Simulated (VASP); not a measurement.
# HfO2 (Fm-3m) in VASP: settings compared

The runs below take HfO2 through single point, with PBEsol, B3LYP.

Program: VASP 6.6.1. These are calculated values, not measurements. Logs are shortened: lines on timing, memory, paths and dates and some standing lists are left out, and cuts for length are marked.

### 1 The cell of the first run

The structure is cubic, space group Fm-3m (No. 225). The conventional cell has a = 5.081 Å, b = 5.081 Å, c = 5.081 Å, α = 90.00°, β = 90.00°, γ = 90.00°. Within 2.9 Å of Hf (site symmetry m-3m) lie 8 O at 2.20 Å. O (site symmetry -43m) has 4 Hf at 2.20 Å and 6 O at 2.54 Å within 2.9 Å.

### 2 Single point, PBEsol, non-collinear spin, zero start, spin-orbit coupling

INCAR reads:

```
PREC     = Accurate       # precision mode
ENCUT    = 520            # plane-wave cutoff, eV
EDIFF    = 1E-6           # SCF threshold, eV
ISMEAR   = -1             # smearing method
SIGMA    = 0.05           # smearing width, eV
LREAL    = False          # projectors in reciprocal space
LASPH    = True           # aspherical terms in the spheres
NELM     = 150            # most SCF steps
ALGO     = Normal         # electronic algorithm
ISIF     = 2              # what is computed and relaxed
LWAVE    = False          # write WAVECAR
LCHARG   = False          # write CHGCAR
LNONCOLLINEAR= True           # non-collinear magnetism
MAGMOM   = 0 0 0 0 0 0 0 0 0 # initial moments
LORBIT   = 11             # projections on sites
LSORBIT  = True           # spin-orbit coupling
GGA_COMPAT= False        
LORBMOM  = True         
LMAXMIX  = 4              # l up to which the mixer works
GGA      = PS             # functional
NBANDS   = 35             # bands
```

KPOINTS reads:

```
Automatic mesh
0
Gamma
  9 9 9
```

POSCAR reads:

```
HfO2
1.0
    0.0000000000      2.5403350533      2.5403350533
    2.5403350533      0.0000000000      2.5403350533
    2.5403350533      2.5403350533      0.0000000000
Hf O
1 2
Direct
    0.0000000000      0.0000000000      0.0000000000
    0.7500000000      0.7500000000      0.7500000000
    0.2500000000      0.2500000000      0.2500000000
```

Potentials or basis: VASP PAW PBE potentials, release 64 (Hf_pv, O).

Started as:

```sh
cat potpaw_PBE.64/Hf_pv/POTCAR potpaw_PBE.64/O/POTCAR > POTCAR
mpirun -np 1 vasp_ncl > vasp.out
```

OUTCAR:

```text
PREC = Accurate
   ENCUT = 520
   EDIFF = 1E-6
   ISMEAR = -1
   LREAL = False
   LASPH = True
   NELM = 150
   ISIF = 2
   LNONCOLLINEAR = True
   LORBIT = 11
   LSORBIT = True
   GGA = PS

 ion  position               nearest neighbor table
   1  0.000  0.000  0.000-   2 2.20   2 2.20   2 2.20   2 2.20   3 2.20   3 2.20   3 2.20   3 2.20

   2  0.750  0.750  0.750-   1 2.20   1 2.20   1 2.20   1 2.20
   3  0.250  0.250  0.250-   1 2.20   1 2.20   1 2.20   1 2.20

  LATTYP: Found a face centered cubic cell.
 ALAT       =     5.0806701066

  Lattice vectors:

 A1 = (   0.0000000000,   2.5403350533,   2.5403350533)
 A2 = (   2.5403350533,   0.0000000000,   2.5403350533)
 A3 = (   2.5403350533,   2.5403350533,   0.0000000000)

Analysis of symmetry for initial positions (statically):
=====================================================================
 Subroutine PRICEL returns:
 Original cell was already a primitive cell.

 Routine SETGRP: Setting up the symmetry group for a
 face centered cubic supercell.

 Subroutine GETGRP returns: Found 48 space group operations
 (whereof 48 operations were pure point group operations)
 out of a pool of 48 trial point group operations.

The static configuration has the point symmetry O_h .

Analysis of symmetry for dynamics (positions and initial velocities):
=====================================================================
 Subroutine PRICEL returns:
 Original cell was already a primitive cell.

 Routine SETGRP: Setting up the symmetry group for a
 face centered cubic supercell.

 Subroutine GETGRP returns: Found 48 space group operations
 (whereof 48 operations were pure point group operations)
 out of a pool of 48 trial point group operations.

The dynamic configuration has the point symmetry O_h .

Analysis of structural, dynamic, and magnetic symmetry:
=====================================================================
 Subroutine PRICEL returns:
 Original cell was already a primitive cell.

 Routine SETGRP: Setting up the symmetry group for a
 face centered cubic supercell.

 Subroutine GETGRP returns: Found 48 space group operations
 (whereof 48 operations were pure point group operations)
 out of a pool of 48 trial point group operations.

The overall configuration has the point symmetry O_h .

 Subroutine INISYM returns: Found 48 space group operations
 (whereof 48 operations are pure point group operations),
 and found     1 'primitive' translations

----------------------------------------------------------------------------------------

                                     Primitive cell

  volume of cell :      32.7871

  direct lattice vectors                    reciprocal lattice vectors
     0.000000000  2.540335053  2.540335053    -0.196824430  0.196824430  0.196824430
     2.540335053  0.000000000  2.540335053     0.196824430 -0.196824430  0.196824430
     2.540335053  2.540335053  0.000000000     0.196824430  0.196824430 -0.196824430

  length of vectors
     3.592576285  3.592576285  3.592576285     0.340909914  0.340909914  0.340909914

  position of ions in fractional coordinates (direct lattice)
     0.000000000  0.000000000  0.000000000
     0.750000000  0.750000000  0.750000000
     0.250000000  0.250000000  0.250000000

  ion indices of the primitive-cell ions
   primitive index   ion index
                 1           1
                 2           2
                 3           3

----------------------------------------------------------------------------------------

 KPOINTS: Automatic mesh

Automatic generation of k-mesh.
 Grid dimensions read from file:
 generate k-points for:    9    9    9

 Generating k-lattice:

  Cartesian coordinates                     Fractional coordinates (reciprocal lattice)
    -0.021869381  0.021869381  0.021869381     0.111111111  0.000000000  0.000000000
     0.021869381 -0.021869381  0.021869381     0.000000000  0.111111111  0.000000000
[... 97 lines left out ...]

 number of electron      21.9999991 magnetization       0.0000000     -0.0000000     -0.0000000

 Free energy of the ion-electron system (eV)
  ---------------------------------------------------
  ext. energy  EPLUGINS =         0.00000000
  ---------------------------------------------------
  free energy    TOTEN  =       -32.23163401 eV

  energy without entropy =      -32.23163401  energy(sigma->0) =      -32.23163401

 E-fermi :   5.0871     XC(G=0): -12.0734

 val. band max:        4.0212260812   @ k =  -0.4444   0.4444   0.0000
 cond. band min:       7.7718867329   @ k =   0.4444   0.4444   0.0000
 fundamental gap:      3.7506606517
 Fermi energy:         5.0871475633

 k-point     1 :       0.0000    0.0000    0.0000
  band No.  band energies     occupation
      1     -30.3908      1.00000
      2     -30.3908      1.00000
      3     -23.3724      1.00000
      4     -23.3724      1.00000
      5     -23.3724      1.00000
      6     -23.3724      1.00000
[... 877 lines left out ...]
     33      15.8694      0.00000
     34      15.8694      0.00000

 [... further k-points ...]

 [bands above 34 left out]

------------------------ aborting loop because EDIFF is reached ----------------------------------------

  FORCE on cell =-STRESS in cart. coord.  units (eV):
  Direction    XX          YY          ZZ          XY          YZ          ZX
  --------------------------------------------------------------------------------------
  -------------------------------------------------------------------------------------
  Total       -1.8254045     -1.8254045     -1.8254045     -0.0000000      0.0000000      0.0000000
  in kB      -89.2003800    -89.2003800    -89.2003800     -0.0000000      0.0000000      0.0000000
  external PRESSURE =     -89.2003800 kB  Pullay stress =       0.0000000 kB

 VOLUME and BASIS-vectors are now :
 -----------------------------------------------------------------------------
  energy-cutoff  :      520.00
  volume of cell :       32.79
      direct lattice vectors                 reciprocal lattice vectors
     0.000000000  2.540335053  2.540335053    -0.196824430  0.196824430  0.196824430
     2.540335053  0.000000000  2.540335053     0.196824430 -0.196824430  0.196824430
     2.540335053  2.540335053  0.000000000     0.196824430  0.196824430 -0.196824430

 POSITION                                       TOTAL-FORCE (eV/Angst)
 -----------------------------------------------------------------------------------
      0.00000      0.00000      0.00000         0.000000      0.000000      0.000000
      3.81050      3.81050      3.81050         0.000000      0.000000      0.000000
      1.27017      1.27017      1.27017        -0.000000     -0.000000     -0.000000
 -----------------------------------------------------------------------------------
    total drift:                                0.000000      0.000000      0.000000

  FREE ENERGIE OF THE ION-ELECTRON SYSTEM (eV)
  ---------------------------------------------------
  free  energy   TOTEN  =       -32.2316340116 eV

  energy  without entropy=      -32.2316340116  energy(sigma->0) =      -32.23163401

 orbital moment (x)

 # of ion     p       d       tot
 ----------------------------------------
  1        -0.000  -0.000  -0.000
  2         0.000   0.000   0.000
  3         0.000   0.000   0.000
 ----------------------------------------
            0.000  -0.000   0.000

 orbital moment (y)

 # of ion     p       d       tot
 ----------------------------------------
  1         0.000  -0.000   0.000
  2         0.000   0.000   0.000
  3         0.000   0.000   0.000
 ----------------------------------------
            0.000  -0.000   0.000

 orbital moment (z)

 # of ion     p       d       tot
 ----------------------------------------
  1         0.000   0.000   0.000
  2        -0.000   0.000  -0.000
  3         0.000   0.000   0.000
 ----------------------------------------
           -0.000   0.000  -0.000

 Spin-Orbit-Coupling matrix elements

 Ion:    1  E_soc:     -1.2411848
 l=   1
     0.0000000    -0.2031550    -0.2031550
    -0.2031550     0.0000000    -0.2031550
    -0.2031550    -0.2031550     0.0000000
 l=   2
     0.0000000    -0.0009070     0.0000000    -0.0009070    -0.0028022
    -0.0009070     0.0000000    -0.0021016    -0.0009070    -0.0007005
     0.0000000    -0.0021016     0.0000000    -0.0021016     0.0000000
    -0.0009070    -0.0009070    -0.0021016     0.0000000    -0.0007005
    -0.0028022    -0.0007005     0.0000000    -0.0007005     0.0000000
 l=   3
     0.0000000     0.0000000     0.0000000     0.0000000     0.0000000     0.0000000     0.0000000
     0.0000000     0.0000000     0.0000000     0.0000000     0.0000000     0.0000000     0.0000000
     0.0000000     0.0000000     0.0000000     0.0000000     0.0000000     0.0000000     0.0000000
     0.0000000     0.0000000     0.0000000     0.0000000     0.0000000     0.0000000     0.0000000
[... 29 lines left out ...]
 l=   2
     0.0000000     0.0000000     0.0000000     0.0000000     0.0000000
     0.0000000     0.0000000     0.0000000     0.0000000     0.0000000
     0.0000000     0.0000000     0.0000000     0.0000000     0.0000000
     0.0000000     0.0000000     0.0000000     0.0000000     0.0000000
     0.0000000     0.0000000     0.0000000     0.0000000     0.0000000
 l=   3
     0.0000000     0.0000000     0.0000000     0.0000000     0.0000000     0.0000000     0.0000000
     0.0000000     0.0000000     0.0000000     0.0000000     0.0000000     0.0000000     0.0000000
     0.0000000     0.0000000     0.0000000     0.0000000     0.0000000     0.0000000     0.0000000
     0.0000000     0.0000000     0.0000000     0.0000000     0.0000000     0.0000000     0.0000000
     0.0000000     0.0000000     0.0000000     0.0000000     0.0000000     0.0000000     0.0000000
     0.0000000     0.0000000     0.0000000     0.0000000     0.0000000     0.0000000     0.0000000
     0.0000000     0.0000000     0.0000000     0.0000000     0.0000000     0.0000000     0.0000000

 total charge

# of ion       s       p       d       tot
------------------------------------------
    1        0.294   6.624   1.374   8.292
    2        1.556   3.526   0.000   5.081
    3        1.556   3.526   0.000   5.081
--------------------------------------------------
tot          3.405  13.676   1.374  18.455

 magnetization (x)

# of ion       s       p       d       tot
------------------------------------------
    1       -0.000   0.000   0.000  -0.000
    2       -0.000  -0.000   0.000  -0.000
    3       -0.000  -0.000   0.000  -0.000
--------------------------------------------------
tot         -0.000  -0.000   0.000  -0.000

 magnetization (y)

# of ion       s       p       d       tot
------------------------------------------
    1       -0.000  -0.000   0.000  -0.000
    2        0.000   0.000   0.000   0.000
    3       -0.000   0.000   0.000  -0.000
--------------------------------------------------
tot         -0.000  -0.000   0.000  -0.000

 magnetization (z)

# of ion       s       p       d       tot
------------------------------------------
    1        0.000   0.000   0.000   0.000
    2       -0.000   0.000   0.000  -0.000
    3       -0.000   0.000   0.000  -0.000
--------------------------------------------------
tot         -0.000   0.000   0.000  -0.000
```

It took 46 s on 1 thread of Intel Xeon 6975P-C (Granite Rapids), shared host; peak memory 0.27 GiB.

What came out:

* Free energy: -32.2316 eV
* Pressure: -8.9 GPa
* Net moment: 0.00 μB per cell
* Valence electrons inside the program's atomic spheres: Hf 8.29; O 5.08

Moments on the atoms (μB; x, y, z):
```
Hf  0.00 0.00 0.00
O   0.00 0.00 0.00
O   0.00 0.00 0.00
```

Caveat: the cell stands under tension; the PAW data sets were made with another functional, which shifts forces and pressure a little.

### 3 Single point, PBEsol, non-collinear spin, zero start, spin-orbit coupling

This run uses another cell than the first one, of 11.38 Å³/atom.

INCAR reads:

```
  ALGO = Normal
  EDIFF = 1E-7
  ENCUT = 520
  GGA = PS
  GGA_COMPAT = F
  ISIF = 2
  ISMEAR = -1
  LASPH = T
  LCHARG = F
  LMAXMIX = 4
  LORBIT = 11
  LORBMOM = T
  LREAL = F
  LSORBIT = T
  LWAVE = F
  MAGMOM = 0 0 0 0 0 0 0 0 0
  NBANDS = 35
  NELM = 150
  PREC = Accurate
  SIGMA = 0.05
```

KPOINTS reads:

```
k-points
0
Gamma
  9 9 9
```

POSCAR reads:

```
HfO2
1.0
    0.0000000000      2.5744375797      2.5744375797
    2.5744375797      0.0000000000      2.5744375797
    2.5744375797      2.5744375797      0.0000000000
Hf O
1 2
Direct
    0.0000000000      0.0000000000      0.0000000000
    0.7500000000      0.7500000000      0.7500000000
    0.2500000000      0.2500000000      0.2500000000
```

Potentials or basis: VASP PAW PBE potentials, release 64 (Hf_pv, O).

Started as:

```sh
cat potpaw_PBE.64/Hf_pv/POTCAR potpaw_PBE.64/O/POTCAR > POTCAR
mpirun -np 1 vasp_ncl > vasp.out
```

Run time: 51 s. Hardware: 1 thread of Intel Xeon 6975P-C (Granite Rapids), shared host; peak memory 0.28 GiB.

It converged, with:

* Free energy: -32.1220 eV
* Pressure: -17.5 GPa
* Net moment: 0.00 μB per cell
* Valence electrons inside the program's atomic spheres: Hf 8.17; O 5.05

Moments on the atoms (μB; x, y, z):
```
Hf  0.00 0.00 0.00
O   0.00 0.00 0.00
O   0.00 0.00 0.00
```

Caveat: the cell stands under tension; the PAW data sets were made with another functional, which shifts forces and pressure a little.

### 4 Single point, PBEsol, non-collinear spin, zero start, spin-orbit coupling

This run uses another cell than the first one, of 11.60 Å³/atom.

INCAR reads:

```
SYSTEM = HfO2
PREC = Accurate
ENCUT = 520
EDIFF = 1E-7
ISMEAR = -1
SIGMA = 0.05
LREAL = .FALSE.
LASPH = .TRUE.
NELM = 150
ALGO = Normal
ISIF = 2
LWAVE = .FALSE.
LCHARG = .FALSE.
MAGMOM = 0 0 0 0 0 0 0 0 0
LORBIT = 11
LSORBIT = .TRUE.
GGA_COMPAT = .FALSE.
LORBMOM = .TRUE.
LMAXMIX = 4
GGA = PS
NBANDS = 35
```

KPOINTS reads:

```
regular mesh
0
G
  9 9 9
  0 0 0
```

POSCAR reads:

```
HfO2
1.0
    0.0000000000      2.5911551753      2.5911551753
    2.5911551753      0.0000000000      2.5911551753
    2.5911551753      2.5911551753      0.0000000000
Hf O
1 2
Direct
    0.0000000000      0.0000000000      0.0000000000
    0.7500000000      0.7500000000      0.7500000000
    0.2500000000      0.2500000000      0.2500000000
```

Started as:

```sh
cat potpaw_PBE.64/Hf_pv/POTCAR potpaw_PBE.64/O/POTCAR > POTCAR
mpirun -np 1 vasp_ncl > vasp.out
```

Run time: 50 s. Hardware: 1 thread of Intel Xeon 6975P-C (Granite Rapids), shared host; peak memory 0.28 GiB.

The run converged. Its results:

- Free energy: -32.0424 eV
- Pressure: -21.1 GPa
- Net moment: 0.00 μB per cell
- Valence electrons inside the program's atomic spheres: Hf 8.12; O 5.04

Moments on the atoms (μB; x, y, z):
```
Hf  0.00 0.00 0.00
O   0.00 0.00 0.00
O   0.00 0.00 0.00
```

Caveat: the cell stands under tension; the PAW data sets were made with another functional, which shifts forces and pressure a little.

### 5 Single point, PBEsol, non-collinear spin, zero start, spin-orbit coupling

This run uses another cell than the first one, of 11.82 Å³/atom.

INCAR reads:

```
PREC = Accurate ; ENCUT = 520
EDIFF = 1E-6 ; ISMEAR = -1
SIGMA = 0.05 ; LREAL = F
LASPH = T ; NELM = 150
ALGO = Normal ; ISIF = 2
LWAVE = F ; LCHARG = F
LNONCOLLINEAR = T ; MAGMOM = 0 0 0 0 0 0 0 0 0
LORBIT = 11 ; LSORBIT = T
GGA_COMPAT = F ; LORBMOM = T
LMAXMIX = 4 ; GGA = PS
NBANDS = 35
```

KPOINTS reads:

```
Automatic mesh
0
Gamma
  9 9 9
```

POSCAR reads:

```
HfO2
1.0
    0.0000000000      2.6076597933      2.6076597933
    2.6076597933      0.0000000000      2.6076597933
    2.6076597933      2.6076597933      0.0000000000
Hf O
1 2
Direct
    0.0000000000      0.0000000000      0.0000000000
    0.7500000000      0.7500000000      0.7500000000
    0.2500000000      0.2500000000      0.2500000000
```

Started as:

```sh
cat potpaw_PBE.64/Hf_pv/POTCAR potpaw_PBE.64/O/POTCAR > POTCAR
mpirun -np 1 vasp_ncl > vasp.out
```

Wall time 46 s (1 thread of Intel Xeon 6975P-C (Granite Rapids), shared host); peak memory 0.27 GiB.

Results (log left out):

```yaml
Free_energy: -31.9485 eV
Pressure: -24.3 GPa
Net_moment: 0.00 μB per cell
Valence_electrons_inside_the_program's_atomic_spheres: Hf 8.07; O 5.03
```

Moments on the atoms (μB; x, y, z):
```
Hf  0.00 0.00 0.00
O   0.00 0.00 0.00
O   0.00 0.00 0.00
```

Caveat: the cell stands under tension; the PAW data sets were made with another functional, which shifts forces and pressure a little.

(Continued in part 2 of 2.)
